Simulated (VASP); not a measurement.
Set up this calculation in VASP 6.6.1, as the native input.

- Task: relaxation of cell and atoms
- Functional: LDA
- Potentials or basis: VASP PAW LDA potentials, release 64 (Be)
- Cutoff: 600 eV
- k mesh: 21 × 21 × 12
- Occupations: gaussian, width 0.1 eV
- Spin: no spin polarisation
- Dipole correction: no
- Further INCAR settings: ALGO = Normal; EDIFF = 1e-07; IBRION = 2; EDIFFG = -0.005; NSW = 70; ISIF = 3

The structure of Be lies in POSCAR:

```
Be
1.0
    2.2142215394      0.0000000000      0.0000000000
   -1.1071107697      1.9175721027      0.0000000000
    0.0000000000      0.0000000000      3.5000027207
Be
2
Direct
    0.3333333333      0.6666666667      0.2500000000
    0.6666666667      0.3333333333      0.7500000000
```

One way to write it, as run:

INCAR

```
SYSTEM = Be
PREC     = Accurate       ! precision mode
ENCUT    = 600            ! plane-wave cutoff, eV
EDIFF    = 1E-7           ! SCF threshold, eV
ISMEAR   = 0              ! smearing method
SIGMA    = 0.1            ! smearing width, eV
LREAL    = .FALSE.        ! projectors in reciprocal space
LASPH    = .TRUE.         ! aspherical terms in the spheres
NELM     = 120            ! most SCF steps
ALGO     = Normal         ! electronic algorithm
ISIF     = 3              ! what is computed and relaxed
LWAVE    = .FALSE.        ! write WAVECAR
LCHARG   = .FALSE.        ! write CHGCAR
IBRION   = 2              ! ionic algorithm
NSW      = 70             ! ionic steps
EDIFFG   = -0.005         ! ionic threshold
GGA_COMPAT= .FALSE.      
NELMIN   = 4
```

KPOINTS

```
Automatic mesh
0
G
  21 21 12
  0 0 0
```

Potentials or basis: VASP PAW LDA potentials, release 64 (Be).

The run is started by

```console
$ cat potpaw_LDA.64/Be/POTCAR > POTCAR
$ mpirun -np 1 vasp_std > vasp.out
```

It gave:

```
Relaxed volume                        : 7.57 Å³/atom
Relaxed cell                          : a = 2.229 Å, b = 2.229 Å, c = 3.520 Å, α = 90.00°, β = 90.00°, γ = 120.00°
Space group after relaxing (to 0.1 Å) : P6_3/mmc (No. 194)
Energy gained by relaxing             : 1.1 meV/atom
Ionic steps                           : 4
Pressure after relaxing               : 0.0 GPa
Band gap on the k mesh                : zero (bands 2 and 3 overlap by 2.11 eV)
```

It took 78 s on 1 thread of AMD EPYC 7R13, on a shared host, peak memory 0.11 GiB.
